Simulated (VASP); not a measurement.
# ZnSe (F-43m) in VASP: a series of runs

Aim: see how the results for ZnSe move with the level of theory and the settings. Levels: PBE, r2SCAN. Tasks: single point.

Program: VASP 6.6.1. These are calculated values, not measurements. Logs are shortened: lines on timing, memory, paths and dates and some standing lists are left out, and cuts for length are marked.

### Step 1. The cell of the first run

Symmetry: F-43m, No. 216, cubic system. Conventional cell: a = 5.789 Å, b = 5.789 Å, c = 5.789 Å, α = 90.00°, β = 90.00°, γ = 90.00°. Within 3.3 Å of Zn (site symmetry -43m) lie 4 Se at 2.51 Å. Within 3.3 Å of Se (site symmetry -43m) lie 4 Zn at 2.51 Å.

### Step 2. Single point, PBE (volume changed by +3%)

Contents of INCAR:

```
SYSTEM = ZnSe
  PREC = Accurate
  ENCUT = 520
  EDIFF = 1E-6
  ISMEAR = 0
  SIGMA = 0.01
  LREAL = .False.
  LASPH = .True.
  NELM = 80
  ALGO = Normal
  ISIF = 2
  LWAVE = .False.
  LCHARG = .False.
  GGA = PE
  NBANDS = 16
```

Contents of KPOINTS:

```
Automatic mesh
0
Gamma
  6 6 6
  0 0 0
```

Contents of POSCAR:

```
ZnSe
1.0
    0.0000000000      2.8945190374      2.8945190374
    2.8945190374      0.0000000000      2.8945190374
    2.8945190374      2.8945190374      0.0000000000
Zn Se
1 1
Direct
    0.0000000000      0.0000000000      0.0000000000
    0.2500000000      0.2500000000      0.2500000000
```

Potentials or basis: VASP PAW PBE potentials, release 64 (Zn, Se).

Started as:

```bash
$ cat potpaw_PBE.64/Zn/POTCAR potpaw_PBE.64/Se/POTCAR > POTCAR
$ mpirun -np 1 vasp_std > vasp.out
```

OUTCAR:

```text
SYSTEM = ZnSe
   PREC = Accurate
   ENCUT = 520
   EDIFF = 1E-6
   ISMEAR = 0
   LREAL = .False.
   LASPH = .True.
   NELM = 80
   ISIF = 2
   GGA = PE

 ion  position               nearest neighbor table
   1  0.000  0.000  0.000-   2 2.51   2 2.51   2 2.51   2 2.51
   2  0.250  0.250  0.250-   1 2.51   1 2.51   1 2.51   1 2.51

  LATTYP: Found a face centered cubic cell.
 ALAT       =     5.7890380748

  Lattice vectors:

 A1 = (   0.0000000000,   2.8945190374,   2.8945190374)
 A2 = (   2.8945190374,   0.0000000000,   2.8945190374)
 A3 = (   2.8945190374,   2.8945190374,   0.0000000000)

Analysis of symmetry for initial positions (statically):
=====================================================================
 Subroutine PRICEL returns:
 Original cell was already a primitive cell.

 Routine SETGRP: Setting up the symmetry group for a
 face centered cubic supercell.

 Subroutine GETGRP returns: Found 24 space group operations
 (whereof 24 operations were pure point group operations)
 out of a pool of 48 trial point group operations.

The static configuration has the point symmetry T_d .

Analysis of symmetry for dynamics (positions and initial velocities):
=====================================================================
 Subroutine PRICEL returns:
 Original cell was already a primitive cell.

 Routine SETGRP: Setting up the symmetry group for a
 face centered cubic supercell.

 Subroutine GETGRP returns: Found 24 space group operations
 (whereof 24 operations were pure point group operations)
 out of a pool of 48 trial point group operations.

The dynamic configuration has the point symmetry T_d .

 Subroutine INISYM returns: Found 24 space group operations
 (whereof 24 operations are pure point group operations),
 and found     1 'primitive' translations

----------------------------------------------------------------------------------------

                                     Primitive cell

  volume of cell :      48.5020

  direct lattice vectors                    reciprocal lattice vectors
     0.000000000  2.894519037  2.894519037    -0.172740270  0.172740270  0.172740270
     2.894519037  0.000000000  2.894519037     0.172740270 -0.172740270  0.172740270
     2.894519037  2.894519037  0.000000000     0.172740270  0.172740270 -0.172740270

  length of vectors
     4.093468079  4.093468079  4.093468079     0.299194924  0.299194924  0.299194924

  position of ions in fractional coordinates (direct lattice)
     0.000000000  0.000000000  0.000000000
     0.250000000  0.250000000  0.250000000

  ion indices of the primitive-cell ions
   primitive index   ion index
                 1           1
                 2           2

----------------------------------------------------------------------------------------

 KPOINTS: Automatic mesh

Automatic generation of k-mesh.
 Grid dimensions read from file:
 generate k-points for:    6    6    6

 Generating k-lattice:

  Cartesian coordinates                     Fractional coordinates (reciprocal lattice)
    -0.028790045  0.028790045  0.028790045     0.166666667  0.000000000  0.000000000
     0.028790045 -0.028790045  0.028790045     0.000000000  0.166666667  0.000000000
     0.028790045  0.028790045 -0.028790045     0.000000000  0.000000000  0.166666667

  Length of vectors
     0.049865821  0.049865821  0.049865821

  Shift w.r.t. Gamma in fractional coordinates (k-lattice)
     0.000000000  0.000000000  0.000000000

 Subroutine IBZKPT returns following result:
 ===========================================

 Found     16 irreducible k-points:

 Following reciprocal coordinates:
            Coordinates               Weight
  0.000000  0.000000  0.000000      1.000000
  0.166667  0.000000  0.000000      8.000000
  0.333333  0.000000  0.000000      8.000000
  0.500000  0.000000  0.000000      4.000000
  0.166667  0.166667  0.000000      6.000000
  0.333333  0.166667  0.000000     24.000000
[... 8 lines left out ...]
 -0.333333  0.333333  0.166667     24.000000
 -0.333333  0.500000  0.166667     12.000000
   k-points           NKPTS =     16   k-points in BZ     NKDIM =     16   number of bands    NBANDS=     16
   number of dos      NEDOS =    301   number of ions     NIONS =      2
   total plane-waves  NPLWV =  27000
   dimension x,y,z NGX =    30 NGY =   30 NGZ =   30
   dimension x,y,z NGXF=    60 NGYF=   60 NGZF=   60
   ions per type =               1   1
   NGX,Y,Z   is equivalent  to a cutoff of  12.18, 12.18, 12.18 a.u.
   NGXF,Y,Z  is equivalent  to a cutoff of  24.37, 24.37, 24.37 a.u.
 SYSTEM =  ZnSe
   PREC   = accura    normal or accurate (medium, high low for compatibility)
   ISTART =      0    job   : 0-new  1-cont  2-samecut
   ICHARG =      2    charge: 1-file 2-atom 10-const
   ISPIN  =      1    spin polarized calculation?
   LNONCOLLINEAR =      F non collinear calculations
   LSORBIT =      F    spin-orbit coupling
   LASPH  =      T    aspherical Exc in radial PAW
   ENCUT  =  520.0 eV  38.22 Ry    6.18 a.u.   7.61  7.61  7.61*2*pi/ulx,y,z
   NELM   =     80;   NELMIN=  2; NELMDL= -5     # of ELM steps
   EDIFF  = 0.1E-05   stopping-criterion for ELM
   LREAL  =      F    real-space projection
   EDIFFG = 0.1E-04   stopping-criterion for IOM
   NSW    =      0    number of steps for IOM
   IBRION =     -1    ionic relax: 0-MD 1-quasi-New 2-CG
   NFREE  =      0    steps in history (QN), initial steepest desc. (CG)
   ISIF   =      2    stress and relaxation
   ISYM   =      2    0-nonsym 1-usesym 2-fastsym
   POTIM  = 0.5000    time-step for ionic-motion
   TEBEG  =    0.0;   TEEND  =   0.0 temperature during run
   PSTRESS=    0.0 pullay stress
   NELECT =      18.0000    total number of electrons
   NUPDOWN=      -1.0000    fix difference up-down
   EMIN   =  10.00;   EMAX   =-10.00  energy-range for DOS
   EFERMI =   0.00;   METHOD = LEGACY
   ISMEAR =     0;   SIGMA  =   0.01  broadening in eV -4-tet -1-fermi 0-gaus
   EFERMI_NEDOS =   21; number of points for ismear=-14 and -15
   IALGO  =     38    algorithm
   IMIX   =      4    mixing-type and parameters
     AMIX     =   0.40;   BMIX     =  1.00
     AMIX_MAG =   1.60;   BMIX_MAG =  1.00
  volume/ion in A,a.u.               =      24.25       163.65
  Fermi-wavevector in a.u.,A,eV,Ry     =   1.176466  2.223198 18.831435  1.384071
  Thomas-Fermi vector in A             =   2.312829
   LORBIT       =      0    0 simple, 1 ext, 2 COOP (PROOUT), +10 PAW based schemes
   GGA     = PE    functional components
   LHFCALC =     F    Hartree Fock is set to
   AEXX    =    0.0000 exact exchange contribution
   IVDW    =     0    specifies the selected vdW correction
   LEPSILON=     F    determine dielectric tensor
   LRPA    =     F    only Hartree local field effects (RPA)
 non-spin polarized calculation
 Gauss-broadening in eV      SIGMA  =   0.01
  energy-cutoff  :      520.00
  volume of cell :       48.50
 maximum number of plane-waves:      1315
   NGX = 15   NGY = 15   NGZ = 15

 number of electron      18.0000001 magnetization

 Free energy of the ion-electron system (eV)
  ---------------------------------------------------
  ext. energy  EPLUGINS =         0.00000000
  ---------------------------------------------------
  free energy    TOTEN  =        -6.02230947 eV

  energy without entropy =       -6.02230947  energy(sigma->0) =       -6.02230947

 E-fermi :   1.1344     XC(G=0):  -9.0327

 val. band max:        1.0919682293   @ k =   0.0000   0.0000   0.0000
 cond. band min:       2.1304037043   @ k =   0.0000   0.0000   0.0000
 fundamental gap:      1.0384354750
 Fermi energy:         1.1343643782

 k-point     1 :       0.0000    0.0000    0.0000
  band No.  band energies     occupation
      1     -11.7795      2.00000
      2      -5.2467      2.00000
      3      -5.2467      2.00000
      4      -5.2467      2.00000
      5      -4.9323      2.00000
      6      -4.9323      2.00000
[... 8 lines left out ...]
     15      12.4160      0.00000
     16      12.4160      0.00000

 k-point     2 :       0.1667    0.0000    0.0000
  band No.  band energies     occupation
      1     -11.6260      2.00000
      2      -5.2250      2.00000
      3      -5.2238      2.00000
      4      -5.2238      2.00000
      5      -4.9336      2.00000
      6      -4.9336      2.00000
[... 8 lines left out ...]
     15      11.4793      0.00000
     16      11.9013      0.00000

 k-point     3 :       0.3333    0.0000    0.0000
  band No.  band energies     occupation
      1     -11.2855      2.00000
      2      -5.1853      2.00000
      3      -5.1852      2.00000
      4      -5.0740      2.00000
      5      -4.9267      2.00000
      6      -4.9267      2.00000
[... 8 lines left out ...]
     15      12.0106      0.00000
     16      12.0106      0.00000

 k-point     4 :       0.5000    0.0000    0.0000
  band No.  band energies     occupation
      1     -11.0940      2.00000
      2      -5.1710      2.00000
      3      -5.1710      2.00000
      4      -4.9168      2.00000
      5      -4.9168      2.00000
      6      -4.7953      2.00000
[... 8 lines left out ...]
     15      13.9330      0.00000
     16      13.9330      0.00000
[... 172 lines left out ...]
 k-point    14 :       0.5000    0.3333    0.1667
  band No.  band energies     occupation
      1     -11.0506      2.00000
      2      -5.1556      2.00000
      3      -5.1260      2.00000
      4      -5.0310      2.00000
      5      -4.9174      2.00000
      6      -4.8679      2.00000
[... 8 lines left out ...]
     15      13.6469      0.00000
     16      15.0003      0.00000

 k-point    15 :      -0.3333    0.3333    0.1667
  band No.  band energies     occupation
      1     -10.9203      2.00000
      2      -5.1424      2.00000
      3      -5.1023      2.00000
      4      -4.9607      2.00000
      5      -4.9350      2.00000
      6      -4.7228      2.00000
[... 8 lines left out ...]
     15      13.8342      0.00000
     16      14.7387      0.00000

 k-point    16 :      -0.3333    0.5000    0.1667
  band No.  band energies     occupation
      1     -10.8596      2.00000
      2      -5.1461      2.00000
      3      -5.0637      2.00000
      4      -4.9970      2.00000
      5      -4.9190      2.00000
      6      -4.7021      2.00000
[... 8 lines left out ...]
     15      14.5021      0.00000
     16      14.9327      0.00000

------------------------ aborting loop because EDIFF is reached ----------------------------------------

  FORCE on cell =-STRESS in cart. coord.  units (eV):
  Direction    XX          YY          ZZ          XY          YZ          ZX
  --------------------------------------------------------------------------------------
  -------------------------------------------------------------------------------------
  Total       -0.4075089     -0.4075089     -0.4075089      0.0000000      0.0000000      0.0000000
  in kB      -13.4613462    -13.4613462    -13.4613462      0.0000000      0.0000000      0.0000000
  external PRESSURE =     -13.4613462 kB  Pullay stress =       0.0000000 kB

 VOLUME and BASIS-vectors are now :
 -----------------------------------------------------------------------------
  energy-cutoff  :      520.00
  volume of cell :       48.50
      direct lattice vectors                 reciprocal lattice vectors
     0.000000000  2.894519037  2.894519037    -0.172740270  0.172740270  0.172740270
     2.894519037  0.000000000  2.894519037     0.172740270 -0.172740270  0.172740270
     2.894519037  2.894519037  0.000000000     0.172740270  0.172740270 -0.172740270

 POSITION                                       TOTAL-FORCE (eV/Angst)
 -----------------------------------------------------------------------------------
      0.00000      0.00000      0.00000         0.000000      0.000000     -0.000000
      1.44726      1.44726      1.44726        -0.000000     -0.000000      0.000000
 -----------------------------------------------------------------------------------
    total drift:                               -0.000001     -0.000001     -0.000001

  FREE ENERGIE OF THE ION-ELECTRON SYSTEM (eV)
  ---------------------------------------------------
  free  energy   TOTEN  =        -6.0223094681 eV

  energy  without entropy=       -6.0223094681  energy(sigma->0) =       -6.02230947
```

Run time: 7.9 s. Hardware: 1 thread of Intel Xeon 6975P-C (Granite Rapids), shared host; peak memory 0.16 GiB.

Results:

```yaml
Free_energy: -6.0223 eV
Pressure: -1.3 GPa
Band_gap_on_the_k_mesh: 1.04 eV, direct
```

Levels at points of the mesh, in eV from the valence-band top:
```csv
k point,band 5,band 6,band 7,band 8,band 9,band 10,band 11,band 12,band 13,band 14
"(0.00, 0.00, 0.00)",-6.02,-6.02,0.00,0.00,0.00,1.04,5.81,5.81,5.81,9.68
"(0.50, 0.00, 0.00)",-6.01,-5.89,-4.84,-0.78,-0.78,2.43,6.38,6.38,8.38,10.68
"(0.50, 0.50, 0.00)",-5.98,-5.87,-4.48,-1.97,-1.97,3.12,3.45,10.29,10.81,10.81
```

[end of part 1 of 2]
